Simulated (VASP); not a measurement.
Write the native input for VASP 6.6.1 that does the following.

* Task: single point
* Functional: PBE
* Potentials or basis: VASP PAW PBE potentials, release 64 (Ga_d, Sn_d, Te)
* Cutoff: 520 eV
* k mesh: 4 × 4 × 4
* Occupations: gaussian, width 0.1 eV
* Spin: no spin polarisation
* Dipole correction: no
* Further INCAR settings: ALGO = Fast; EDIFF = 1e-06; NBANDS = 34

The structure of Ga2SnTe2 lies in POSCAR:

```
Ga2SnTe2
1.0
    5.4663319285      0.0000000000      0.0000000000
    0.0000000000      5.4663319285      0.0000000000
    0.0000000000      0.0000000000      6.1371745438
Ga Sn Te
2 1 2
Direct
    0.0000000000      0.5000000000      0.5000000000
    0.5000000000      0.0000000000      0.5000000000
    0.0000000000      0.0000000000      0.5000000000
    0.5000000000      0.5000000000      0.2516604783
    0.5000000000      0.5000000000      0.7483395217
```

The cell was generated, and may not be a known phase.

One way to write it, as run:

INCAR

```
SYSTEM = Ga2SnTe2
PREC = Accurate ; ENCUT = 520
EDIFF = 1E-6 ; ISMEAR = 0
SIGMA = 0.1 ; LREAL = .FALSE.
LASPH = .TRUE. ; NELM = 60
ALGO = Fast ; ISIF = 2
LWAVE = .FALSE. ; LCHARG = .FALSE.
GGA = PE ; NBANDS = 34
```

KPOINTS

```
Automatic mesh
0
G
  4 4 4
  0 0 0
```

Potentials or basis: VASP PAW PBE potentials, release 64 (Ga_d, Sn_d, Te).

Run with:

```console
$ cat potpaw_PBE.64/Ga_d/POTCAR potpaw_PBE.64/Sn_d/POTCAR potpaw_PBE.64/Te/POTCAR > POTCAR
$ mpirun -np 1 vasp_std > vasp.out
```

Results of the run:

| Quantity | Value |
| --- | --- |
| Pressure | 0.0 GPa |
| Band gap on the k mesh | zero (bands 26 and 27 overlap by 1.57 eV) |

Caveat: spin-orbit coupling is left out, which moves the levels of the heavy elements.

Run time: 66 s on 1 thread of Intel(R) Xeon(R) 6975P-C (Granite Rapids) (shared host), peak memory 0.34 GiB.
